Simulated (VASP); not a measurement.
# C (P6_3/mmc) in VASP: notebook

C is run at these levels: RPBE, PBE exchange alone, PBE; tasks: single point.

All numbers are computed with VASP 6.6.1; they aren't measurements. Logs are shortened: lines on timing, memory, paths and dates and some standing lists are left out, and cuts for length are marked.

## Step 1: The cell of the first run

It takes space group P6_3/mmc (No. 194, hexagonal). Conventional cell: a = 2.505 Å, b = 2.505 Å, c = 8.182 Å, α = 90.00°, β = 90.00°, γ = 120.00°. Within 2.0 Å of C (site symmetry 3m) lie 4 C at 1.53 Å. Within 2.0 Å of C (site symmetry 3m) lie 4 C at 1.53 Å.

## Step 2: Single point, RPBE

The input, INCAR:

```
SYSTEM = C
ALGO = Normal
EDIFF = 1E-6
ENCUT = 520
GGA = RP
ISIF = 2
ISMEAR = -1
LASPH = .TRUE.
LCHARG = .FALSE.
LREAL = .FALSE.
LWAVE = .FALSE.
NBANDS = 26
NELM = 80
PREC = Accurate
SIGMA = 0.05
```

The input, KPOINTS:

```
k-points
0
G
  12 12 4
  0 0 0
```

The input, POSCAR:

```
C
1.0
    2.5051726443      0.0000000000      0.0000000000
   -1.2525863222      2.1695431509      0.0000000000
    0.0000000000      0.0000000000      8.1818157839
C
8
Direct
    0.6666666667      0.3333333333      0.8437500000
    0.3333333333      0.6666666667      0.3437500000
    0.6666666667      0.3333333333      0.6562500000
    0.3333333333      0.6666666667      0.1562500000
    0.0000000000      0.0000000000      0.9062500000
    0.0000000000      0.0000000000      0.4062500000
    0.0000000000      0.0000000000      0.5937500000
    0.0000000000      0.0000000000      0.0937500000
```

Potentials or basis: VASP PAW PBE potentials, release 64 (C).

Run with:

```
cat potpaw_PBE.64/C/POTCAR > POTCAR
mpirun -np 1 vasp_std > vasp.out
```

OUTCAR:

```text
SYSTEM = C
   EDIFF = 1E-6
   ENCUT = 520
   GGA = RP
   ISIF = 2
   ISMEAR = -1
   LASPH = .TRUE.
   LREAL = .FALSE.
   NELM = 80
   PREC = Accurate

 ion  position               nearest neighbor table
   1  0.667  0.333  0.844-   3 1.53   5 1.53   5 1.53   5 1.53
   2  0.333  0.667  0.344-   4 1.53   6 1.53   6 1.53   6 1.53
   3  0.667  0.333  0.656-   1 1.53   7 1.53   7 1.53   7 1.53
   4  0.333  0.667  0.156-   2 1.53   8 1.53   8 1.53   8 1.53
   5  0.000  0.000  0.906-   8 1.53   1 1.53   1 1.53   1 1.53
   6  0.000  0.000  0.406-   7 1.53   2 1.53   2 1.53   2 1.53
   7  0.000  0.000  0.594-   6 1.53   3 1.53   3 1.53   3 1.53
   8  0.000  0.000  0.094-   5 1.53   4 1.53   4 1.53   4 1.53

  LATTYP: Found a hexagonal cell.
 ALAT       =     2.5051726443
 C/A-ratio  =     3.2659688355

  Lattice vectors:

 A1 = (   2.5051726443,   0.0000000000,   0.0000000000)
 A2 = (  -1.2525863222,   2.1695431509,   0.0000000000)
 A3 = (   0.0000000000,   0.0000000000,   8.1818157839)

Analysis of symmetry for initial positions (statically):
=====================================================================
 Subroutine PRICEL returns:
 Original cell was already a primitive cell.

 Routine SETGRP: Setting up the symmetry group for a
 hexagonal supercell.

 Subroutine GETGRP returns: Found 24 space group operations
 (whereof 12 operations were pure point group operations)
 out of a pool of 24 trial point group operations.

The static configuration has the point symmetry D_3d.
 The point group associated with its full space group is D_6h.

Analysis of symmetry for dynamics (positions and initial velocities):
=====================================================================
 Subroutine PRICEL returns:
 Original cell was already a primitive cell.

 Routine SETGRP: Setting up the symmetry group for a
 hexagonal supercell.

 Subroutine GETGRP returns: Found 24 space group operations
 (whereof 12 operations were pure point group operations)
 out of a pool of 24 trial point group operations.

The dynamic configuration has the point symmetry D_3d.
 The point group associated with its full space group is D_6h.

 Subroutine INISYM returns: Found 24 space group operations
 (whereof 12 operations are pure point group operations),
 and found     1 'primitive' translations

----------------------------------------------------------------------------------------

                                     Primitive cell

  volume of cell :      44.4688

  direct lattice vectors                    reciprocal lattice vectors
     2.505172644  0.000000000  0.000000000     0.399174086  0.230463266  0.000000000
    -1.252586322  2.169543151  0.000000000     0.000000000  0.460926532  0.000000000
     0.000000000  0.000000000  8.181815784     0.000000000  0.000000000  0.122222258

  length of vectors
     2.505172644  2.505172644  8.181815784     0.460926532  0.460926532  0.122222258

  position of ions in fractional coordinates (direct lattice)
     0.666666667  0.333333333  0.843750000
     0.333333333  0.666666667  0.343750000
     0.666666667  0.333333333  0.656250000
     0.333333333  0.666666667  0.156250000
     0.000000000  0.000000000  0.906250000
     0.000000000  0.000000000  0.406250000
     0.000000000  0.000000000  0.593750000
     0.000000000  0.000000000  0.093750000

  ion indices of the primitive-cell ions
   primitive index   ion index
                 1           1
                 2           2
                 3           3
                 4           4
                 5           5
                 6           6
                 7           7
                 8           8

----------------------------------------------------------------------------------------

 KPOINTS: k-points

Automatic generation of k-mesh.
 Grid dimensions read from file:
 generate k-points for:   12   12    4

 Generating k-lattice:

  Cartesian coordinates                     Fractional coordinates (reciprocal lattice)
     0.033264507  0.019205272  0.000000000     0.083333333 -0.000000000  0.000000000
     0.000000000  0.038410544  0.000000000     0.000000000  0.083333333  0.000000000
     0.000000000  0.000000000  0.030555565     0.000000000  0.000000000  0.250000000

  Length of vectors
     0.038410544  0.038410544  0.030555565

  Shift w.r.t. Gamma in fractional coordinates (k-lattice)
     0.000000000  0.000000000  0.000000000

 Subroutine IBZKPT returns following result:
 ===========================================

 Found     57 irreducible k-points:

 Following reciprocal coordinates:
            Coordinates               Weight
  0.000000  0.000000  0.000000      1.000000
  0.083333  0.000000  0.000000      6.000000
  0.166667  0.000000  0.000000      6.000000
  0.250000  0.000000  0.000000      6.000000
  0.333333  0.000000  0.000000      6.000000
  0.416667 -0.000000  0.000000      6.000000
[... 16 lines left out ...]
  0.250000  0.000000  0.250000     12.000000
  0.333333  0.000000  0.250000     12.000000
 [... further k-points ...]
   k-points           NKPTS =     57   k-points in BZ     NKDIM =     57   number of bands    NBANDS=     26
   number of dos      NEDOS =    301   number of ions     NIONS =      8
   total plane-waves  NPLWV =  25600
   dimension x,y,z NGX =    20 NGY =   20 NGZ =   64
   dimension x,y,z NGXF=    40 NGYF=   40 NGZF=  128
   ions per type =               8
   NGX,Y,Z   is equivalent  to a cutoff of  13.27, 13.27, 13.00 a.u.
   NGXF,Y,Z  is equivalent  to a cutoff of  26.54, 26.54, 26.01 a.u.
 SYSTEM =  C
   PREC   = accura    normal or accurate (medium, high low for compatibility)
   ISTART =      0    job   : 0-new  1-cont  2-samecut
   ICHARG =      2    charge: 1-file 2-atom 10-const
   ISPIN  =      1    spin polarized calculation?
   LNONCOLLINEAR =      F non collinear calculations
   LSORBIT =      F    spin-orbit coupling
   LASPH  =      T    aspherical Exc in radial PAW
   ENCUT  =  520.0 eV  38.22 Ry    6.18 a.u.   4.66  4.66 15.21*2*pi/ulx,y,z
   NELM   =     80;   NELMIN=  2; NELMDL= -5     # of ELM steps
   EDIFF  = 0.1E-05   stopping-criterion for ELM
   LREAL  =      F    real-space projection
[... 7 lines left out ...]
   TEBEG  =    0.0;   TEEND  =   0.0 temperature during run
   PSTRESS=    0.0 pullay stress
   NELECT =      32.0000    total number of electrons
   NUPDOWN=      -1.0000    fix difference up-down
   EMIN   =  10.00;   EMAX   =-10.00  energy-range for DOS
   EFERMI =   0.00;   METHOD = LEGACY
   ISMEAR =    -1;   SIGMA  =   0.05  broadening in eV -4-tet -1-fermi 0-gaus
   EFERMI_NEDOS =   21; number of points for ismear=-14 and -15
   IALGO  =     38    algorithm
   IMIX   =      4    mixing-type and parameters
     AMIX     =   0.40;   BMIX     =  1.00
     AMIX_MAG =   1.60;   BMIX_MAG =  1.00
  volume/ion in A,a.u.               =       5.56        37.51
  Fermi-wavevector in a.u.,A,eV,Ry     =   1.467032  2.772289 29.282229  2.152183
  Thomas-Fermi vector in A             =   2.582698
   LORBIT       =      0    0 simple, 1 ext, 2 COOP (PROOUT), +10 PAW based schemes
   GGA     = RP    functional components
   LHFCALC =     F    Hartree Fock is set to
   AEXX    =    0.0000 exact exchange contribution
   IVDW    =     0    specifies the selected vdW correction
   LEPSILON=     F    determine dielectric tensor
   LRPA    =     F    only Hartree local field effects (RPA)
 non-spin polarized calculation
  energy-cutoff  :      520.00
  volume of cell :       44.47
 maximum number of plane-waves:      1216
 NGX is ok and might be reduce to    20
   NGX =  9   NGY =  9   NGZ = 31

 number of electron      31.9999997 magnetization

 Free energy of the ion-electron system (eV)
  ---------------------------------------------------
  ext. energy  EPLUGINS =         0.00000000
  ---------------------------------------------------
  free energy    TOTEN  =       -68.74263162 eV

  energy without entropy =      -68.74263162  energy(sigma->0) =      -68.74263162

 E-fermi :  11.2911     XC(G=0): -13.2674

 val. band max:       10.2883299855   @ k =   0.0000   0.0000   0.0000
 cond. band min:      14.7432633912   @ k =   0.4167  -0.0000   0.0000
 fundamental gap:      4.4549334057
 Fermi energy:        11.2911246947

 k-point     1 :       0.0000    0.0000    0.0000
  band No.  band energies     occupation
      1     -11.6974      2.00000
      2      -9.9778      2.00000
      3      -9.9263      2.00000
      4      -5.7849      2.00000
      5      -3.5002      2.00000
      6       3.4144      2.00000
[... 18 lines left out ...]
     25      18.6855      0.00000
     26      18.7066      0.00000

 k-point     2 :       0.0833    0.0000    0.0000
  band No.  band energies     occupation
      1     -11.5242      2.00000
      2      -9.8080      2.00000
      3      -9.7556      2.00000
      4      -5.6304      2.00000
      5      -3.3406      2.00000
      6       3.4955      2.00000
[... 18 lines left out ...]
     25      19.1212      0.00000
     26      19.3106      0.00000

 k-point     3 :       0.1667    0.0000    0.0000
  band No.  band energies     occupation
      1     -11.0067      2.00000
      2      -9.3011      2.00000
      3      -9.2457      2.00000
      4      -5.1691      2.00000
      5      -2.8751      2.00000
      6       3.6380      2.00000
[... 572 lines left out ...]
 k-point    23 :       0.2500    0.0000    0.2500
  band No.  band energies     occupation
      1     -10.0430      2.00000
      2      -9.1811      2.00000
      3      -7.4925      2.00000
      4      -5.1759      2.00000
      5      -1.2639      2.00000
      6       1.7341      2.00000
[... 18 lines left out ...]
     25      20.7305      0.00000
     26      22.1063      0.00000

 k-point    24 :       0.3333    0.0000    0.2500
  band No.  band energies     occupation
      1      -8.8677      2.00000
      2      -8.0203      2.00000
      3      -6.3679      2.00000
      4      -4.1269      2.00000
      5      -1.1454      2.00000
      6      -0.1348      2.00000
[... 18 lines left out ...]
     25      20.9079      0.00000
     26      22.9092      0.00000

 [... further k-points ...]

------------------------ aborting loop because EDIFF is reached ----------------------------------------

  FORCE on cell =-STRESS in cart. coord.  units (eV):
  Direction    XX          YY          ZZ          XY          YZ          ZX
  --------------------------------------------------------------------------------------
  -------------------------------------------------------------------------------------
  Total        3.9245437      3.9245437      7.5048890     -0.0000000      0.0000000      0.0000000
  in kB      141.3982735    141.3982735    270.3953436     -0.0000000      0.0000000      0.0000000
  external PRESSURE =     184.3972968 kB  Pullay stress =       0.0000000 kB

 VOLUME and BASIS-vectors are now :
 -----------------------------------------------------------------------------
  energy-cutoff  :      520.00
  volume of cell :       44.47
      direct lattice vectors                 reciprocal lattice vectors
     2.505172644  0.000000000  0.000000000     0.399174086  0.230463266  0.000000000
    -1.252586322  2.169543151  0.000000000     0.000000000  0.460926532  0.000000000
     0.000000000  0.000000000  8.181815784     0.000000000  0.000000000  0.122222258

 POSITION                                       TOTAL-FORCE (eV/Angst)
 -----------------------------------------------------------------------------------
      1.25259      0.72318      6.90341        -0.000000     -0.000000      0.329420
     -0.00000      1.44636      2.81250         0.000000      0.000000      0.329420
      1.25259      0.72318      5.36932        -0.000000     -0.000000     -0.329420
     -0.00000      1.44636      1.27841         0.000000      0.000000     -0.329420
      0.00000      0.00000      7.41477         0.000000      0.000000      0.339550
      0.00000      0.00000      3.32386        -0.000000     -0.000000      0.339550
      0.00000      0.00000      4.85795         0.000000      0.000000     -0.339550
      0.00000      0.00000      0.76705         0.000000     -0.000000     -0.339550
 -----------------------------------------------------------------------------------
    total drift:                               -0.000000      0.000000      0.000000

  FREE ENERGIE OF THE ION-ELECTRON SYSTEM (eV)
  ---------------------------------------------------
  free  energy   TOTEN  =       -68.7426316248 eV

  energy  without entropy=      -68.7426316248  energy(sigma->0) =      -68.74263162
```

It took 46 s on 1 thread of Intel Xeon Platinum 8559C (Emerald Rapids), shared host; peak memory 0.18 GiB.

What came out:

| Quantity | Value |
| --- | --- |
| Free energy | -68.7426 eV |
| Pressure | 18.4 GPa |
| Largest force | 0.340 eV/Å |
| Band gap on the k mesh | 4.46 eV (least direct gap 5.23 eV) |

Forces on the atoms (eV/Å):
```
C    0.000  0.000  0.329
C    0.000  0.000  0.329
C    0.000  0.000 -0.329
C    0.000  0.000 -0.329
C    0.000  0.000  0.340
C    0.000  0.000  0.340
C    0.000  0.000 -0.340
C    0.000  0.000 -0.340
```

Levels at points of the mesh, in eV from the valence-band top:
```tsv
k point	band 14	band 15	band 16	band 17	band 18	band 19
(0.00, 0.00, 0.00)	-0.23	0.00	0.00	5.23	5.23	5.77
(0.50, 0.00, 0.00)	-4.64	-3.79	-3.00	4.50	5.68	5.91
(0.00, 0.00, 0.50)	-0.70	-0.70	-0.70	6.04	6.04	6.04
(0.50, 0.00, 0.50)	-4.83	-3.74	-3.74	4.86	4.86	7.19
```

Caveat: the stress differs along the axes, from 14 to 27 GPa; the PAW data sets were made with another functional, which shifts forces and pressure a little. A k mesh can miss the band edges.

## Step 3: Single point, PBE exchange alone

The input, INCAR:

```
SYSTEM = C
PREC = Accurate ; ENCUT = 520
EDIFF = 1E-6 ; ISMEAR = -1
SIGMA = 0.05 ; LREAL = .FALSE.
LASPH = .TRUE. ; NELM = 100
ALGO = Normal ; ISIF = 2
LWAVE = .FALSE. ; LCHARG = .FALSE.
GGA = PE ; ALDAC = 0.0
AGGAC = 0.0 ; NBANDS = 26
```

The input, KPOINTS:

```
regular mesh
0
G
  12 12 4
  0 0 0
```

POSCAR is that of step 2.

Potentials or basis: VASP PAW PBE potentials, release 64 (C).

Run with:

```
cat potpaw_PBE.64/C/POTCAR > POTCAR
mpirun -np 1 vasp_std > vasp.out
```

Wall time 39 s (1 thread of Intel Xeon Platinum 8559C (Emerald Rapids), shared host); peak memory 0.18 GiB.

The run converged. Its results:

```yaml
Free_energy: -58.0244 eV
Pressure: 42.9 GPa
Largest_force: 0.360 eV/Å
Band_gap_on_the_k_mesh: 4.82 eV (least direct gap 5.38 eV)
```

Forces in eV/Å, atoms in the order of the input:
```
C    0.000  0.000  0.320
C    0.000  0.000  0.320
C    0.000  0.000 -0.320
C    0.000  0.000 -0.320
C    0.000  0.000  0.360
C    0.000  0.000  0.360
C    0.000  0.000 -0.360
C    0.000  0.000 -0.360
```

Stress tensor (GPa, compression positive):
```
38.48  0.00  0.00
 0.00 38.48  0.00
 0.00  0.00 51.68
```

Levels at points of the mesh, in eV from the valence-band top:
```tsv
k point	band 14	band 15	band 16	band 17	band 18	band 19
(0.00, 0.00, 0.00)	-0.22	0.00	0.00	5.38	5.38	5.91
(0.50, 0.00, 0.00)	-4.55	-3.70	-2.94	4.89	6.05	6.24
(0.00, 0.00, 0.50)	-0.67	-0.67	-0.67	6.17	6.17	6.17
(0.50, 0.00, 0.50)	-4.69	-3.66	-3.66	5.24	5.24	7.52
```

Caveat: the stress differs along the axes, from 38 to 52 GPa. A k mesh can miss the band edges.

## Step 4: Single point, PBE

The input, INCAR:

```
PREC = Accurate ; ENCUT = 520
EDIFF = 1E-6 ; ISMEAR = -1
SIGMA = 0.05 ; LREAL = False
LASPH = True ; NELM = 80
ALGO = Normal ; ISIF = 2
LWAVE = False ; LCHARG = False
GGA = PE ; NBANDS = 26
```

The input, KPOINTS:

```
Automatic mesh
0
Gamma
  12 12 4
```

POSCAR is that of step 3.

Run with:

```
cat potpaw_PBE.64/C/POTCAR > POTCAR
mpirun -np 1 vasp_std > vasp.out
```

Run time: 34 s. Hardware: 1 thread of Intel Xeon Platinum 8559C (Emerald Rapids), shared host; peak memory 0.18 GiB.

It converged, with:

| Quantity | Value |
| --- | --- |
| Free energy | -72.6040 eV |
| Pressure | 12.3 GPa |
| Largest force | 0.342 eV/Å |
| Band gap on the k mesh | 4.46 eV (least direct gap 5.23 eV) |

Forces in eV/Å, atoms in the order of the input:
```
C    0.000  0.000  0.331
C    0.000  0.000  0.331
C    0.000  0.000 -0.331
C    0.000  0.000 -0.331
C    0.000  0.000  0.342
C    0.000  0.000  0.342
C    0.000  0.000 -0.342
C    0.000  0.000 -0.342
```

Stress tensor (GPa, compression positive):
```
 7.95  0.00  0.00
 0.00  7.95  0.00
 0.00  0.00 20.93
```

Levels at points of the mesh, in eV from the valence-band top:
```csv
k point,band 13,band 14,band 15,band 16,band 17,band 18,band 19,band 20
"(0.00, 0.00, 0.00)",-1.77,-0.23,0.00,0.00,5.23,5.23,5.77,7.07
"(0.50, 0.00, 0.00)",-5.10,-4.62,-3.78,-2.99,4.50,5.68,5.91,6.06
"(0.00, 0.00, 0.50)",-0.69,-0.69,-0.69,-0.69,6.03,6.03,6.03,6.03
"(0.50, 0.00, 0.50)",-4.81,-4.81,-3.73,-3.73,4.87,4.87,7.17,7.17
```

Caveat: the stress differs along the axes, from 8 to 21 GPa.

## Step 5: Overview

| level | gap on the mesh (eV) | pressure (GPa) | largest force (eV/Å) |
| --- | --- | --- | --- |
| RPBE | 4.46 | 18.4 | 0.34 |
| PBE exchange alone | 4.82 | 42.9 | 0.36 |
| PBE | 4.46 | 12.3 | 0.34 |

Alike in all rows: task single point; potentials or basis VASP PAW PBE potentials, release 64 (C); no spin polarisation; cell as given; k mesh 12 × 12 × 4; cutoff (eV) 520; smearing fermi-dirac 0.05 eV.

On the cell as given the gap runs from 4.46 eV (RPBE) to 4.82 eV (PBE exchange alone). The pressure there spans 12.3 GPa (PBE) to 42.9 GPa (PBE exchange alone); a positive pressure means that this level wants a larger cell, a negative one a smaller.

Caveats: the stress differs along the axes, from 14 to 27 GPa (at least some runs); the PAW data sets were made with another functional, which shifts forces and pressure a little (at least some runs); the stress differs along the axes, from 38 to 52 GPa (at least some runs); the stress differs along the axes, from 8 to 21 GPa (at least some runs).

Absolute energies hang on the potentials; compare differences alone.
